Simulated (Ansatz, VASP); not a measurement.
GeSbTe3: VASP beside Ansatz

```
CELL_PARAMETERS angstrom
2.13979 1.23541 10.08855
-2.13979 1.23541 10.08855
0.00000 -2.47081 10.08855
ATOMIC_POSITIONS crystal
Ge 0.59983 0.59983 0.59983
Sb 0.39544 0.39544 0.39544
Te 0.99913 0.99913 0.99913
Te 0.78743 0.78743 0.78743
Te 0.21817 0.21817 0.21817
```

Change from the starting cell: strain +0.030 along x and y, -0.030 along z, atoms carried along.

Alike in both runs: task single point; functional PBE; k mesh 12 × 12 × 12; occupations gaussian, width 0.15 eV; no spin polarisation.

|  | VASP | Ansatz |
| --- | --- | --- |
| version | VASP 6.6.1 | Ansatz 0.2.0 |
| potentials or method | VASP PAW PBE potentials, release 64 (Ge_d, Sb, Te), cutoff 500 eV | scalar-relativistic, plane waves, PAW |
| valence electrons in the cell | 37 | 77 |

Ansatz gave:

| Property | Result |
| --- | --- |
| gap on the k mesh at the Fermi level (eV) | none |
| pressure (GPa) | -1.1 |
| traceless stress, the component that is largest in VASP (GPa) | 0.95 |
| rms of the force components (eV/Å) | 0.017 |

Task: Estimate VASP's values.

Result: gap on the k mesh at the Fermi level (eV): none; pressure (GPa): -1.1; traceless stress, the component that is largest in VASP (GPa): 0.95; rms of the force components (eV/Å): 0.016.

Atom by atom the forces differ by 0.006 eV/Å (rms over components). A gap of «none» marks a metal or a gap that the smearing closes. With one functional, cell and mesh, what is left measures potentials, basis and numerics. VASP's potentials hold 37 valence electrons a cell and Ansatz's 77, so a difference there can come from the potentials and not from the codes.

Neither program's run includes spin-orbit coupling.
